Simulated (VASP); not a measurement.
# Al (Fm-3m) in VASP: further runs

Al is run at these levels: PBE; tasks: single point.

Everything below comes from runs of VASP 6.6.1. Logs are shortened: lines on timing, memory, paths and dates and some standing lists are left out, and cuts for length are marked.

## 1. The cell of the first run

Symmetry: Fm-3m, No. 225, cubic system. The conventional cell has a = 3.967 Å, b = 3.967 Å, c = 3.967 Å, α = 90.00°, β = 90.00°, γ = 90.00°. Within 3.7 Å of Al (site symmetry m-3m) lie 12 Al at 2.81 Å.

## 2. Single point, PBE

INCAR reads:

```
ALGO = Normal
EDIFF = 1E-6
ENCUT = 500
GGA = PE
GGA_COMPAT = False
ISIF = 2
ISMEAR = 1
LASPH = True
LCHARG = False
LREAL = False
LWAVE = False
NBANDS = 8
NELM = 120
PREC = Accurate
SIGMA = 0.15
```

KPOINTS reads:

```
k-points
0
Gamma
  12 12 12
```

POSCAR reads:

```
Al
1.0
    0.0000000000      1.9834708509      1.9834708509
    1.9834708509      0.0000000000      1.9834708509
    1.9834708509      1.9834708509      0.0000000000
Al
1
Direct
    0.0000000000      0.0000000000      0.0000000000
```

Potentials or basis: VASP PAW PBE potentials, release 64 (Al).

Launch:

```sh
> cat potpaw_PBE.64/Al/POTCAR > POTCAR
> mpirun -np 1 vasp_std > vasp.out
```

OUTCAR:

```text
EDIFF = 1E-6
   ENCUT = 500
   GGA = PE
   ISIF = 2
   ISMEAR = 1
   LASPH = True
   LREAL = False
   NELM = 120
   PREC = Accurate

 ion  position               nearest neighbor table
   1  0.000  0.000  0.000-

  LATTYP: Found a face centered cubic cell.
 ALAT       =     3.9669417018

  Lattice vectors:

 A1 = (   0.0000000000,   1.9834708509,   1.9834708509)
 A2 = (   1.9834708509,   0.0000000000,   1.9834708509)
 A3 = (   1.9834708509,   1.9834708509,   0.0000000000)

Analysis of symmetry for initial positions (statically):
=====================================================================
 Subroutine PRICEL returns:
 Original cell was already a primitive cell.

 Routine SETGRP: Setting up the symmetry group for a
 face centered cubic supercell.

 Subroutine GETGRP returns: Found 48 space group operations
 (whereof 48 operations were pure point group operations)
 out of a pool of 48 trial point group operations.

The static configuration has the point symmetry O_h .

Analysis of symmetry for dynamics (positions and initial velocities):
=====================================================================
 Subroutine PRICEL returns:
 Original cell was already a primitive cell.

 Routine SETGRP: Setting up the symmetry group for a
 face centered cubic supercell.

 Subroutine GETGRP returns: Found 48 space group operations
 (whereof 48 operations were pure point group operations)
 out of a pool of 48 trial point group operations.

The dynamic configuration has the point symmetry O_h .

 Subroutine INISYM returns: Found 48 space group operations
 (whereof 48 operations are pure point group operations),
 and found     1 'primitive' translations

----------------------------------------------------------------------------------------

                                     Primitive cell

  volume of cell :      15.6066

  direct lattice vectors                    reciprocal lattice vectors
     0.000000000  1.983470851  1.983470851    -0.252083362  0.252083362  0.252083362
     1.983470851  0.000000000  1.983470851     0.252083362 -0.252083362  0.252083362
     1.983470851  1.983470851  0.000000000     0.252083362  0.252083362 -0.252083362

  length of vectors
     2.805051378  2.805051378  2.805051378     0.436621190  0.436621190  0.436621190

  position of ions in fractional coordinates (direct lattice)
     0.000000000  0.000000000  0.000000000

  ion indices of the primitive-cell ions
   primitive index   ion index
                 1           1

----------------------------------------------------------------------------------------

 KPOINTS: k-points

Automatic generation of k-mesh.
 Grid dimensions read from file:
 generate k-points for:   12   12   12

 Generating k-lattice:

  Cartesian coordinates                     Fractional coordinates (reciprocal lattice)
    -0.021006947  0.021006947  0.021006947     0.083333333  0.000000000  0.000000000
     0.021006947 -0.021006947  0.021006947     0.000000000  0.083333333  0.000000000
     0.021006947  0.021006947 -0.021006947     0.000000000  0.000000000  0.083333333

  Length of vectors
     0.036385099  0.036385099  0.036385099

  Shift w.r.t. Gamma in fractional coordinates (k-lattice)
     0.000000000  0.000000000  0.000000000

 Subroutine IBZKPT returns following result:
 ===========================================

 Found     72 irreducible k-points:

 Following reciprocal coordinates:
            Coordinates               Weight
  0.000000  0.000000  0.000000      1.000000
  0.083333  0.000000  0.000000      8.000000
  0.166667  0.000000  0.000000      8.000000
  0.250000  0.000000  0.000000      8.000000
  0.333333  0.000000  0.000000      8.000000
  0.416667  0.000000  0.000000      8.000000
[... 16 lines left out ...]
  0.500000  0.166667  0.000000     24.000000
 -0.416667  0.166667  0.000000     24.000000
 [... further k-points ...]
   k-points           NKPTS =     72   k-points in BZ     NKDIM =     72   number of bands    NBANDS=      8
   number of dos      NEDOS =    301   number of ions     NIONS =      1
   total plane-waves  NPLWV =   8000
   dimension x,y,z NGX =    20 NGY =   20 NGZ =   20
   dimension x,y,z NGXF=    40 NGYF=   40 NGZF=   40
   ions per type =               1
   NGX,Y,Z   is equivalent  to a cutoff of  11.85, 11.85, 11.85 a.u.
   NGXF,Y,Z  is equivalent  to a cutoff of  23.71, 23.71, 23.71 a.u.
 SYSTEM =  unknown system
   PREC   = accura    normal or accurate (medium, high low for compatibility)
   ISTART =      0    job   : 0-new  1-cont  2-samecut
   ICHARG =      2    charge: 1-file 2-atom 10-const
   ISPIN  =      1    spin polarized calculation?
   LNONCOLLINEAR =      F non collinear calculations
   LSORBIT =      F    spin-orbit coupling
   LASPH  =      T    aspherical Exc in radial PAW
   ENCUT  =  500.0 eV  36.75 Ry    6.06 a.u.   5.11  5.11  5.11*2*pi/ulx,y,z
   NELM   =    120;   NELMIN=  2; NELMDL= -5     # of ELM steps
   EDIFF  = 0.1E-05   stopping-criterion for ELM
   LREAL  =      F    real-space projection
   EDIFFG = 0.1E-04   stopping-criterion for IOM
   NSW    =      0    number of steps for IOM
   IBRION =     -1    ionic relax: 0-MD 1-quasi-New 2-CG
   NFREE  =      0    steps in history (QN), initial steepest desc. (CG)
   ISIF   =      2    stress and relaxation
   ISYM   =      2    0-nonsym 1-usesym 2-fastsym
   POTIM  = 0.5000    time-step for ionic-motion
   TEBEG  =    0.0;   TEEND  =   0.0 temperature during run
   PSTRESS=    0.0 pullay stress
   NELECT =       3.0000    total number of electrons
   NUPDOWN=      -1.0000    fix difference up-down
   EMIN   =  10.00;   EMAX   =-10.00  energy-range for DOS
   EFERMI =   0.00;   METHOD = LEGACY
   ISMEAR =     1;   SIGMA  =   0.15  broadening in eV -4-tet -1-fermi 0-gaus
   EFERMI_NEDOS =   21; number of points for ismear=-14 and -15
   IALGO  =     38    algorithm
   IMIX   =      4    mixing-type and parameters
     AMIX     =   0.40;   BMIX     =  1.00
     AMIX_MAG =   1.60;   BMIX_MAG =  1.00
  volume/ion in A,a.u.               =      15.61       105.32
  Fermi-wavevector in a.u.,A,eV,Ry     =   0.944814  1.785439 12.145548  0.892673
  Thomas-Fermi vector in A             =   2.072655
   LORBIT       =      0    0 simple, 1 ext, 2 COOP (PROOUT), +10 PAW based schemes
[... 35 lines left out ...]
      4      21.5269      0.00000
      5      23.4516      0.00000
      6      23.4516      0.00000
      7      23.4516      0.00000
      8      25.4695      0.00000

 k-point     2 :       0.0833    0.0000    0.0000
  band No.  band energies     occupation
      1      -2.7350      2.00000
      2      18.9141      0.00000
      3      21.0254      0.00000
      4      21.0254      0.00000
      5      23.9855      0.00000
      6      24.2608      0.00000
      7      24.2608      0.00000
      8      27.4119      0.00000

 k-point     3 :       0.1667    0.0000    0.0000
  band No.  band energies     occupation
      1      -2.1492      2.00000
      2      15.4519      0.00000
      3      20.3476      0.00000
      4      20.3476      0.00000
      5      23.7429      0.00000
      6      25.3343      0.00000
      7      25.3343      0.00000
      8      26.3823      0.00000

 k-point     4 :       0.2500    0.0000    0.0000
  band No.  band energies     occupation
      1      -1.1787      2.00000
      2      12.1476      0.00000
      3      19.9083      0.00000
      4      19.9083      0.00000
      5      23.4792      0.00000
      6      23.9010      0.00000
      7      23.9010      0.00000
      8      28.0325      0.00000

 k-point     5 :       0.3333    0.0000    0.0000
  band No.  band energies     occupation
      1       0.1683      2.00000
      2       9.1087     -0.00000
      3      19.7694      0.00000
      4      19.7694      0.00000
      5      22.4556      0.00000
      6      22.4556      0.00000
      7      23.4356      0.00000
      8      26.5708      0.00000

 k-point     6 :       0.4167    0.0000    0.0000
  band No.  band energies     occupation
      1       1.8799      2.00000
      2       6.3759      2.00000
      3      19.9427      0.00000
      4      19.9427      0.00000
      5      21.3114      0.00000
      6      21.3114      0.00000
      7      23.6907      0.00000
      8      25.3452      0.00000

 k-point     7 :       0.5000    0.0000    0.0000
  band No.  band energies     occupation
      1       3.7763      2.00000
      2       4.1383      2.00000
      3      20.3150      0.00000
      4      20.3150      0.00000
      5      20.6134      0.00000
      6      20.6134      0.00000
      7      24.0860      0.00000
      8      24.6165      0.00000

 k-point     8 :       0.0833    0.0833    0.0000
  band No.  band energies     occupation
      1      -2.6698      2.00000
      2      19.8817      0.00000
      3      19.8817      0.00000
      4      20.0348      0.00000
      5      22.8551      0.00000
      6      25.4835      0.00000
      7      25.4835      0.00000
      8      25.8875      0.00000

 k-point     9 :       0.1667    0.0833    0.0000
  band No.  band energies     occupation
      1      -2.2142      2.00000
      2      16.6875      0.00000
      3      18.9930      0.00000
      4      20.2410      0.00000
      5      23.2356      0.00000
      6      23.8193      0.00000
      7      25.8031      0.00000
      8      26.9111      0.00000

 k-point    10 :       0.2500    0.0833    0.0000
  band No.  band energies     occupation
      1      -1.3723      2.00000
      2      13.3562      0.00000
      3      18.4128      0.00000
      4      19.9254      0.00000
      5      21.8667      0.00000
      6      24.9343      0.00000
      7      25.6413      0.00000
      8      26.2548      0.00000
[... 78 lines left out ...]
 k-point    18 :      -0.0833    0.0833    0.0000
  band No.  band energies     occupation
      1      -2.4092      2.00000
      2      17.4560      0.00000
      3      18.5434      0.00000
      4      22.0354      0.00000
      5      23.7768      0.00000
      6      24.6244      0.00000
      7      25.5988      0.00000
      8      25.6475      0.00000

 k-point    19 :       0.1667    0.1667    0.0000
  band No.  band energies     occupation
      1      -1.8897      2.00000
      2      17.9235      0.00000
      3      17.9594      0.00000
      4      17.9594      0.00000
      5      21.3514      0.00000
      6      21.6814      0.00000
      7      28.4784      0.00000
      8      28.4784      0.00000

 k-point    20 :       0.2500    0.1667    0.0000
  band No.  band energies     occupation
      1      -1.1787      2.00000
      2      14.8147      0.00000
      3      17.2537      0.00000
      4      18.4794      0.00000
      5      19.4476      0.00000
      6      21.9103      0.00000
      7      28.7064      0.00000
      8      29.0418      0.00000

 k-point    21 :       0.3333    0.1667    0.0000
  band No.  band energies     occupation
      1      -0.0875      2.00000
      2      11.6869      0.00000
      3      16.8771      0.00000
      4      17.5238      0.00000
      5      18.6078      0.00000
      6      23.7217      0.00000
      7      27.4171      0.00000
      8      29.0708      0.00000

 k-point    22 :       0.4167    0.1667    0.0000
  band No.  band energies     occupation
      1       1.3745      2.00000
      2       8.7879     -0.00857
      3      16.1291      0.00000
      4      16.8299      0.00000
      5      18.6138      0.00000
      6      26.0452      0.00000
      7      26.1611      0.00000
      8      29.1662      0.00000

 k-point    23 :       0.5000    0.1667    0.0000
  band No.  band energies     occupation
      1       3.1905      2.00000
      2       6.1883      2.00000
      3      15.0382      0.00000
      4      17.1133      0.00000
      5      18.9540      0.00000
      6      25.1512      0.00000
      7      27.6629      0.00000
      8      29.5432      0.00000

 k-point    24 :      -0.4167    0.1667    0.0000
  band No.  band energies     occupation
      1       3.8659      2.00000
      2       5.3969      2.00000
      3      14.2915      0.00000
      4      17.7289      0.00000
      5      19.6403      0.00000
      6      24.4374      0.00000
      7      27.3102      0.00000
      8      30.2637      0.00000

 [... further k-points ...]
[... 5 lines left out ...]
  --------------------------------------------------------------------------------------
  -------------------------------------------------------------------------------------
  Total        0.5008562      0.5008562      0.5008562     -0.0000000      0.0000000      0.0000000
  in kB       51.4181199     51.4181199     51.4181199     -0.0000000      0.0000000      0.0000000
  external PRESSURE =      51.4181199 kB  Pullay stress =       0.0000000 kB

 VOLUME and BASIS-vectors are now :
 -----------------------------------------------------------------------------
  energy-cutoff  :      500.00
  volume of cell :       15.61
      direct lattice vectors                 reciprocal lattice vectors
     0.000000000  1.983470851  1.983470851    -0.252083362  0.252083362  0.252083362
     1.983470851  0.000000000  1.983470851     0.252083362 -0.252083362  0.252083362
     1.983470851  1.983470851  0.000000000     0.252083362  0.252083362 -0.252083362

 POSITION                                       TOTAL-FORCE (eV/Angst)
 -----------------------------------------------------------------------------------
      0.00000      0.00000      0.00000         0.000000      0.000000      0.000000
 -----------------------------------------------------------------------------------
    total drift:                                0.000000      0.000000     -0.000000

  FREE ENERGIE OF THE ION-ELECTRON SYSTEM (eV)
  ---------------------------------------------------
  free  energy   TOTEN  =        -3.7390998273 eV

  energy  without entropy=       -3.7390400034  energy(sigma->0) =       -3.73907989
```

Run time: 4.7 s. Hardware: 1 thread of Intel Xeon Platinum 8488C (Sapphire Rapids), shared host; peak memory 0.12 GiB.

Results:

| Quantity | Value |
| --- | --- |
| Free energy | -3.7391 eV |
| Pressure | 5.1 GPa |

## 3. Single point, PBE

This run uses another cell than the first one, of 15.94 Å³/atom, 1.021 times its volume.

INCAR reads:

```
PREC = Accurate ; ENCUT = 500
EDIFF = 1E-6 ; ISMEAR = 1
SIGMA = 0.15 ; LREAL = False
LASPH = True ; NELM = 120
ALGO = Normal ; ISIF = 2
LWAVE = False ; LCHARG = True
GGA = PE ; LELF = True
LVHAR = True ; NBANDS = 8
GGA_COMPAT = False
```

KPOINTS reads:

```
Automatic mesh
0
Gamma
  12 12 12
```

POSCAR reads:

```
Al
1.0
    0.0000000000      1.9974394157      1.9974394157
    1.9974394157      0.0000000000      1.9974394157
    1.9974394157      1.9974394157      0.0000000000
Al
1
Direct
    0.0000000000      0.0000000000      0.0000000000
```

Potentials or basis: VASP PAW PBE potentials, release 64 (Al).

Launch:

```sh
> cat potpaw_PBE.64/Al/POTCAR > POTCAR
> mpirun -np 1 vasp_std > vasp.out
```

Run time: 5.6 s. Hardware: 1 thread of Intel Xeon Platinum 8488C (Sapphire Rapids), shared host; peak memory 0.13 GiB.

Results (log left out):

* Free energy: -3.7477 eV
* Pressure: 3.1 GPa

Levels at points of the mesh, in eV from the Fermi level:
```
           k point  band 1  band 2  band 3  band 4  band 5  band 6
(0.00, 0.00, 0.00)  -11.24   12.95   12.95   12.95   14.71   14.71
(0.50, 0.00, 0.00)   -4.59   -4.29   11.76   11.76   11.92   11.92
(0.50, 0.50, 0.00)   -2.87   -1.47    5.40    5.90    5.90    9.54
```

## 4. Single point, PBE

This run uses another cell than the first one, of 16.27 Å³/atom, 1.043 times its volume.

INCAR reads:

```
SYSTEM = Al
ALGO     = Normal         ! electronic algorithm
EDIFF    = 1E-6           ! SCF threshold, eV
ENCUT    = 500            ! plane-wave cutoff, eV
GGA      = PE             ! functional
GGA_COMPAT= .False.      
ISIF     = 2              ! what is computed and relaxed
ISMEAR   = 1              ! smearing method
LASPH    = .True.         ! aspherical terms in the spheres
LCHARG   = .False.        ! write CHGCAR
LREAL    = .False.        ! projectors in reciprocal space
LWAVE    = .False.        ! write WAVECAR
NBANDS   = 8              ! bands
NELM     = 120            ! most SCF steps
PREC     = Accurate       ! precision mode
SIGMA    = 0.15           ! smearing width, eV
```

KPOINTS reads:

```
k-points
0
Gamma
  12 12 12
  0 0 0
```

POSCAR reads:

```
Al
1.0
    0.0000000000      2.0112152952      2.0112152952
    2.0112152952      0.0000000000      2.0112152952
    2.0112152952      2.0112152952      0.0000000000
Al
1
Direct
    0.0000000000      0.0000000000      0.0000000000
```

Launch:

```sh
> cat potpaw_PBE.64/Al/POTCAR > POTCAR
> mpirun -np 1 vasp_std > vasp.out
```

It took 4.6 s on 1 thread of Intel Xeon Platinum 8488C (Sapphire Rapids), shared host; peak memory 0.13 GiB.

It converged, with:

```
Free energy : -3.7523 eV
Pressure    : 1.3 GPa
```

Levels at points of the mesh, in eV from the Fermi level:
```csv
k point,band 1,band 2,band 3,band 4
"(0.00, 0.00, 0.00)",-11.09,12.84,12.84,12.84
"(0.50, 0.00, 0.00)",-4.51,-4.26,11.67,11.67
"(0.50, 0.50, 0.00)",-2.82,-1.46,5.40,5.80
```

## 5. Single point, PBE

This run uses another cell than the first one, of 16.60 Å³/atom, 1.064 times its volume.

INCAR reads:

```
ALGO = Normal
EDIFF = 1E-6
ENCUT = 500
GGA = PE
GGA_COMPAT = F
ISIF = 2
ISMEAR = 1
LASPH = T
LCHARG = F
LREAL = F
LWAVE = F
NBANDS = 8
NELM = 120
PREC = Accurate
SIGMA = 0.15
```

KPOINTS reads:

```
k-points
0
Gamma
  12 12 12
```

POSCAR reads:

```
Al
1.0
    0.0000000000      2.0248050000      2.0248050000
    2.0248050000      0.0000000000      2.0248050000
    2.0248050000      2.0248050000      0.0000000000
Al
1
Direct
    0.0000000000      0.0000000000      0.0000000000
```

Launch:

```sh
> cat potpaw_PBE.64/Al/POTCAR > POTCAR
> mpirun -np 1 vasp_std > vasp.out
```

Wall time 6.5 s (1 thread of Intel Xeon Platinum 8488C (Sapphire Rapids), shared host); peak memory 0.13 GiB.

The run converged. Its results:

| Quantity | Value |
| --- | --- |
| Free energy | -3.7533 eV |
| Pressure | -0.3 GPa |

Levels at points of the mesh, in eV from the Fermi level:
| k point | band 1 | band 2 | band 3 | band 4 |
| --- | --- | --- | --- | --- |
| (0.00, 0.00, 0.00) | -10.95 | 12.73 | 12.73 | 12.73 |
| (0.50, 0.00, 0.00) | -4.43 | -4.23 | 11.49 | 11.49 |
| (0.50, 0.50, 0.00) | -2.77 | -1.46 | 5.40 | 5.71 |

## 6. Single point, PBE

This run uses another cell than the first one, of 16.93 Å³/atom, 1.085 times its volume.

INCAR reads:

```
PREC     = Accurate       # precision mode
ENCUT    = 500            # plane-wave cutoff, eV
EDIFF    = 1E-6           # SCF threshold, eV
ISMEAR   = 1              # smearing method
SIGMA    = 0.15           # smearing width, eV
LREAL    = F              # projectors in reciprocal space
LASPH    = T              # aspherical terms in the spheres
NELM     = 120            # most SCF steps
ALGO     = Normal         # electronic algorithm
ISIF     = 2              # what is computed and relaxed
LWAVE    = F              # write WAVECAR
LCHARG   = F              # write CHGCAR
GGA      = PE             # functional
NBANDS   = 8              # bands
GGA_COMPAT= F
```

KPOINTS reads:

```
Automatic mesh
0
Gamma
  12 12 12
```

POSCAR reads:

```
Al
1.0
    0.0000000000      2.0382146954      2.0382146954
    2.0382146954      0.0000000000      2.0382146954
    2.0382146954      2.0382146954      0.0000000000
Al
1
Direct
    0.0000000000      0.0000000000      0.0000000000
```

Potentials or basis: VASP PAW PBE potentials, release 64 (Al).

Launch:

```sh
> cat potpaw_PBE.64/Al/POTCAR > POTCAR
> mpirun -np 1 vasp_std > vasp.out
```

It took 6.2 s on 1 thread of Intel Xeon Platinum 8488C (Sapphire Rapids), shared host; peak memory 0.13 GiB.

It converged, with:

```yaml
Free_energy: -3.7510 eV
Pressure: -1.8 GPa
```

Levels at points of the mesh, in eV from the Fermi level:
| k point | band 1 | band 2 | band 3 | band 4 | band 5 | band 6 |
| --- | --- | --- | --- | --- | --- | --- |
| (0.00, 0.00, 0.00) | -10.82 | 12.62 | 12.62 | 12.62 | 13.91 | 13.91 |
| (0.50, 0.00, 0.00) | -4.35 | -4.21 | 11.28 | 11.28 | 11.48 | 11.48 |
| (0.50, 0.50, 0.00) | -2.72 | -1.46 | 5.39 | 5.61 | 5.61 | 8.97 |

## 7. The runs side by side

| cell | gap on the mesh (eV) | pressure (GPa) |
| --- | --- | --- |
| a = 2.805 Å, angles 60.0°, 1 atom | none | 5.1 |
| a = 2.825 Å, angles 60.0°, 1 atom | none | 3.1 |
| a = 2.844 Å, angles 60.0°, 1 atom | none | 1.3 |
| a = 2.864 Å, angles 60.0°, 1 atom | none | -0.3 |
| a = 2.882 Å, angles 60.0°, 1 atom | none | -1.8 |

Alike in all rows: task single point; level PBE; potentials or basis VASP PAW PBE potentials, release 64 (Al); no spin polarisation; k mesh 12 × 12 × 12; cutoff (eV) 500; smearing methfessel-paxton 0.15 eV.

Total energies depend on the potentials used, so only differences within one code and one set of settings carry meaning.
